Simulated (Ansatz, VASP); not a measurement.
Zr: VASP beside Ansatz

```xyz
1
Lattice="0.0000 2.2600 2.2600 2.2600 0.0000 2.2600 2.2600 2.2600 0.0000" Properties=species:S:1:pos:R:3 pbc="T T T"
Zr    0.0000    0.0000    0.0000
```

Alike in both runs: task single point; functional PBE; k mesh 2 × 2 × 2; no spin polarisation.

```csv
,VASP,Ansatz
version,VASP 6.6.1,Ansatz 0.2 development build
potentials or method,"VASP PAW PBE potentials, release 64 (Zr_sv), cutoff 500 eV","all-electron unfrozen PAW, scalar-relativistic"
occupations,"fermi-dirac, width 0.5 eV",fermi-dirac
```

|  | VASP | Ansatz | Ansatz less VASP |
| --- | --- | --- | --- |
| pressure (GPa) | -15.1 | -15.2 | -0.07 |

Ansatz ran all-electron here, and VASP with PAW potentials.

The k mesh is coarse, so the values compare programs but aren't converged.
